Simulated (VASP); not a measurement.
Set up this calculation in VASP 6.6.1, as the native input.

* Task: single point
* Functional: r2SCAN
* Potentials or basis: VASP PAW PBE potentials, release 64 (K_sv, Mg, F)
* Cutoff: 520 eV
* k mesh: 6 × 6 × 6
* Occupations: gaussian, width 0.02 eV
* Spin: no spin polarisation
* Dipole correction: no
* Further INCAR settings: ALGO = Normal; EDIFF = 1e-06; NBANDS = 24

KMgF3:

```
K Mg F
1.0
     4.02024    0.00000    0.00000
     0.00000    4.02024    0.00000
     0.00000    0.00000    4.02024
K Mg F
1 1 3
Direct
  0.50000 0.50000 0.50000
  0.00000 0.00000 0.00000
  0.50000 0.00000 0.00000
  0.00000 0.50000 0.00000
  0.00000 0.00000 0.50000
```

This cell differs from its parent crystal: volume scaled by 1.03.

One way to write it, as run:

POSCAR

```
KMgF3
1.0
    4.0202354370      0.0000000000      0.0000000000
    0.0000000000      4.0202354370      0.0000000000
    0.0000000000      0.0000000000      4.0202354370
K Mg F
1 1 3
Direct
    0.5000000000      0.5000000000      0.5000000000
    0.0000000000      0.0000000000      0.0000000000
    0.5000000000      0.0000000000      0.0000000000
    0.0000000000      0.5000000000      0.0000000000
    0.0000000000      0.0000000000      0.5000000000
```

INCAR.step1

```
  ALGO = Normal
  EDIFF = 1E-4
  ENCUT = 520
  GGA = PE
  ISMEAR = 0
  LASPH = True
  LCHARG = False
  LREAL = False
  LWAVE = True
  NBANDS = 24
  NELM = 100
  PREC = Accurate
  SIGMA = 0.02
```

INCAR.step2

```
  ALGO = Normal
  EDIFF = 1E-6
  ENCUT = 520
  ISIF = 2
  ISMEAR = 0
  ISTART = 1
  LASPH = True
  LCHARG = False
  LMIXTAU = True
  LREAL = False
  LWAVE = False
  METAGGA = R2SCAN
  NBANDS = 24
  NELM = 100
  PREC = Accurate
  SIGMA = 0.02
```

KPOINTS

```
k-points
0
Gamma
  6 6 6
```

Potentials or basis: VASP PAW PBE potentials, release 64 (K_sv, Mg, F).

Run with:

```bash
$ cat potpaw_PBE.64/K_sv/POTCAR potpaw_PBE.64/Mg/POTCAR potpaw_PBE.64/F/POTCAR > POTCAR
$ cp INCAR.step1 INCAR
$ mpirun -np 1 vasp_std > vasp.out
$ cp INCAR.step2 INCAR
$ mpirun -np 1 vasp_std > vasp.out
```

Results of the run:

| Property | Result |
| --- | --- |
| Pressure | -2.8 GPa |
| Band gap on the k mesh | 8.05 eV, indirect (least direct gap 8.37 eV) |

Caveat: the PAW data sets were made with another functional, which shifts forces and pressure a little.

Wall time 110 s on 1 thread of Intel Xeon 6975P-C (shared host), peak memory 0.19 GiB.
